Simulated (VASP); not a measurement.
SnS2: single point with PBE+D3(BJ)

Crystal: SnS2.

```
Sn S
1.0
     3.61340    0.00000    0.00000
    -1.80670    3.12930    0.00000
     0.00000    0.00000    5.35914
Sn S
1 2
Cartesian
  0.0000 0.0000 0.0000
  1.8067 1.0431 1.4735
  0.0000 2.0862 3.8857
```

* Program: VASP 6.6.1
* Task: single point
* Functional: PBE
* Dispersion: D3(BJ)
* Potentials or basis: VASP PAW PBE potentials, release 64 (Sn_d, S)
* Cutoff: 500 eV
* k mesh: 12 × 12 × 6
* Occupations: gaussian, width 0.01 eV
* Spin: no spin polarisation
* Dipole correction: no
* Further INCAR settings: ALGO = Normal; EDIFF = 1e-06; NBANDS = 20

- Pressure: 4.8 GPa
- Largest force: 0.010 eV/Å
- Band gap on the k mesh: 0.81 eV (least direct gap 1.54 eV)
- Dispersion energy per atom: -0.370 eV

Forces in eV/Å, atoms in the order of the input:
```
Sn   0.000  0.000  0.000
S    0.000  0.000 -0.010
S    0.000  0.000  0.010
```

Levels at points of the mesh, in eV from the valence-band top:
```
           k point  band 9  band 10  band 11  band 12  band 13  band 14  band 15  band 16  band 17  band 18
(0.00, 0.00, 0.00)   -1.17    -1.17    -1.11    -1.11    -0.03     1.51     3.09     5.10     5.10     8.81
(0.50, 0.00, 0.00)   -4.82    -3.88    -3.34    -2.17    -0.66     1.57     3.94     4.93     5.18     7.68
(0.00, 0.00, 0.50)   -2.95    -1.43    -1.43    -0.70    -0.70     3.10     3.27     4.47     4.47     7.49
(0.50, 0.00, 0.50)   -5.90    -2.88    -2.14    -1.59    -1.47     1.27     4.10     4.91     6.14     6.78
```

Wall time 100 s on 1 thread of Intel(R) Xeon(R) Platinum 8259CL CPU @ 2.50GHz (Skylake/Cascade Lake) (shared host), peak memory 0.26 GiB.

Caveat: the cell stands under pressure; spin-orbit coupling is left out, which moves the levels of the heavy elements. A k mesh can miss the band edges.
